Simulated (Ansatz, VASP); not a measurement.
## Si5Ge in VASP and in Ansatz

```
CELL_PARAMETERS angstrom
3.87312 0.00000 0.00000
-1.93656 3.35422 0.00000
0.00000 0.00000 9.48482
ATOMIC_POSITIONS crystal
Si 0.00000 0.00000 0.99675
Si 0.66667 0.33333 0.66653
Si 0.33333 0.66667 0.33668
Si 0.66667 0.33333 0.91530
Si 0.33333 0.66667 0.58463
Ge 0.00000 0.00000 0.25011
```

Alike in both runs: task single point; functional PBE; k mesh 5 × 5 × 5; no spin polarisation.

```csv
,VASP,Ansatz
version,VASP 6.6.1,Ansatz 0.2.0
potentials or method,"VASP PAW PBE potentials, release 64 (Si, Ge_d)",plane waves
plane-wave cutoff (eV),500,420
occupations,"gaussian, width 0.01 eV",fixed
valence electrons in the cell,34,34
```

```tsv
	VASP	Ansatz	Ansatz less VASP
gap on the k mesh at the Fermi level (eV)	0.54	0.54	-0.003
pressure (GPa)	1.6	1.7	+0.11
traceless stress, the component that is largest in VASP (GPa)	-0.40	-0.40	-0.004
rms of the force components (eV/Å)	0.027	0.027	+0.0004
```

Atom by atom the forces differ by 0.001 eV/Å (rms over components).
